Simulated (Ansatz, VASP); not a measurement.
# NaH: VASP beside Ansatz

The input POSCAR:

```
NaH
1.0
    0.0000000000      2.4369601029      2.3887082928
    2.4369601029      0.0000000000      2.3887082928
    2.4369601029      2.4369601029      0.0000000000
Na H
1 1
Direct
    0.0000000000      0.0000000000      0.0000000000
    0.5000000000      0.5000000000      0.5000000000
```

The input INCAR.step1:

```
SYSTEM = NaH
ALGO = Normal
EDIFF = 1E-4
ENCUT = 520
GGA = PE
ISMEAR = -1
LASPH = .TRUE.
LCHARG = .FALSE.
LREAL = .FALSE.
LWAVE = .TRUE.
NBANDS = 11
NELM = 60
PREC = Accurate
SIGMA = 0.2
```

INCAR.step2

```
SYSTEM = NaH
ALGO = Normal
EDIFF = 1E-7
ENCUT = 520
ISIF = 2
ISMEAR = -1
ISTART = 1
LASPH = .TRUE.
LCHARG = .FALSE.
LMIXTAU = .TRUE.
LREAL = .FALSE.
LWAVE = .FALSE.
METAGGA = R2SCAN
NBANDS = 11
NELM = 60
PREC = Accurate
SIGMA = 0.2
```

The input KPOINTS:

```
k-points
0
G
  10 10 10
  0 0 0
```

Input for Ansatz:

```yaml
crystal:
  lattice:
    - [0.0, 2.4369601029, 2.3887082928]
    - [2.4369601029, 0.0, 2.3887082928]
    - [2.4369601029, 2.4369601029, 0.0]
  atoms:
    - { symbol: Na, position: [0.0, 0.0, 0.0] }
    - { symbol: H, position: [0.5, 0.5, 0.5] }
basis:
  ecutwfc: 520.0
kpoints:
  mp_grid: { grid: [10, 10, 10] }
hamiltonian:
  xc: r2scan
scf:
  occupations: { method: fermi_dirac, width: 0.2 }
output:
  forces: true
  stress: true
  eigenvalues: true
```

Alike in both runs: task single point; functional r2SCAN; k mesh 10 × 10 × 10; occupations fermi-dirac, width 0.2 eV; no spin polarisation.

```csv
,VASP,Ansatz
version,VASP 6.6.1,Ansatz 0.2.0
potentials or method,"VASP PAW PBE potentials, release 64 (Na_pv, H), cutoff 520 eV","scalar-relativistic, plane waves, PAW"
valence electrons in the cell,8,10
```

```csv
,VASP,Ansatz,Ansatz less VASP
gap on the k mesh at the Fermi level (eV),4.35,4.34,-0.010
least direct gap on the mesh (eV),5.19,5.20,+0.010
pressure (GPa),-0.8,-0.7,+0.15
"traceless stress, the component that is largest in VASP (GPa)",0.44,0.44,+0.003
```

VASP's potentials were made for PBE, not for r2SCAN. VASP's potentials hold 8 valence electrons a cell and Ansatz's 10, so a difference there can come from the potentials and not from the codes.
